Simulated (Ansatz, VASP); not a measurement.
## Al2Ru: VASP beside Ansatz

```
Al Ru
1.0
     0.00000    3.79003    4.17188
     2.23569    0.00000    4.17188
     2.23569    3.79003    0.00000
Al Ru
4 2
Direct
  0.07905 0.42095 0.07905
  0.42095 0.07905 0.42095
  0.17095 0.82905 0.17095
  0.82905 0.17095 0.82905
  0.75000 0.75000 0.75000
  0.50000 0.50000 0.50000
```

Change from the starting cell: strain -0.050 along x and y, -0.050 along z, atoms carried along.

Alike in both runs: task single point; functional r2SCAN; k mesh 10 × 10 × 10; occupations gaussian, width 0.03 eV; no spin polarisation.

```csv
,VASP,Ansatz
version,VASP 6.6.1,Ansatz 0.2.0
potentials or method,"VASP PAW PBE potentials, release 64 (Al, Ru_pv), cutoff 520 eV","scalar-relativistic, plane waves, PAW"
valence electrons in the cell,40,44
```

```csv
,VASP,Ansatz,Ansatz less VASP
gap on the k mesh at the Fermi level (eV),0.21,0.20,-0.010
least direct gap on the mesh (eV),1.66,1.66,0.000
pressure (GPa),39.7,39.6,-0.10
"traceless stress, the component that is largest in VASP (GPa)",-3.23,-3.24,-0.010
rms of the force components (eV/Å),0.126,0.121,-0.0055
```

VASP's potentials were made for PBE, not for r2SCAN. Atom by atom the forces differ by 0.006 eV/Å (rms over components). Both programs put the cell under a high pressure, so it lies far from rest at this level. VASP's potentials hold 40 valence electrons a cell and Ansatz's 44, so a difference there can come from the potentials and not from the codes.
